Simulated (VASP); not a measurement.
Crystal: Zr2NbN3.

```
CELL_PARAMETERS angstrom
4.75285 0.00000 0.00000
0.00000 4.75285 0.00000
0.00000 0.00000 4.16420
ATOMIC_POSITIONS crystal
Zr 0.50000 0.00000 0.00000
Zr 0.00000 0.50000 0.00000
Nb 0.00000 0.00000 0.00000
N 0.00000 0.00000 0.50000
N 0.50000 0.50000 0.15669
N 0.50000 0.50000 0.84331
```

The cell was built from a structure type or drawn by symmetry, and may not be a known phase.

```yaml
Program: VASP 6.6.1
Task: relaxation of cell and atoms
Functional: PBE
Potentials_or_basis: VASP PAW PBE potentials, release 64 (Zr_sv, Nb_sv, N)
Cutoff: 600 eV
k_mesh: 4 × 4 × 4
Occupations: gaussian, width 0.1 eV
Spin: no spin polarisation
```

At the start: pressure 11.3 GPa; volume 15.68 Å³/atom.

Problem. Where does the relaxation end?

Solution. Over 8 steps the energy falls by 80.2 meV/atom and the volume is 16.93 Å³/atom (+8.0 %); space group P4/mmm (No. 123, to 0.1 Å) before and after.

Step by step:
```tsv
step	energy change (eV)	largest force (eV/Å)	pressure (GPa)	volume (Å³)
1	0.0000	1.7080	11.28	94.07
2	0.1161	3.5226	-11.09	109.71
3	-0.3643	1.2350	-1.31	100.73
4	-0.4334	1.7119	1.56	101.84
5	-0.4799	0.2123	0.06	101.47
6	-0.4799	0.2574	0.10	101.49
7	-0.4800	0.1868	-0.50	101.71
8	-0.4812	0.0258	-0.22	101.60
```

Final structure:
```
CELL_PARAMETERS angstrom
4.99907 0.00000 0.00000
0.00000 4.99907 0.00000
0.00000 0.00000 4.06553
ATOMIC_POSITIONS crystal
Zr 0.50000 0.00000 0.00000
Zr 0.00000 0.50000 0.00000
Nb 0.00000 0.00000 0.00000
N 0.00000 0.00000 0.50000
N 0.50000 0.50000 0.16044
N 0.50000 0.50000 0.83956
```

Caveat: the k points lie up to 0.39 Å⁻¹ apart in the final cell, too coarse for converged energies and pressures of a metal.
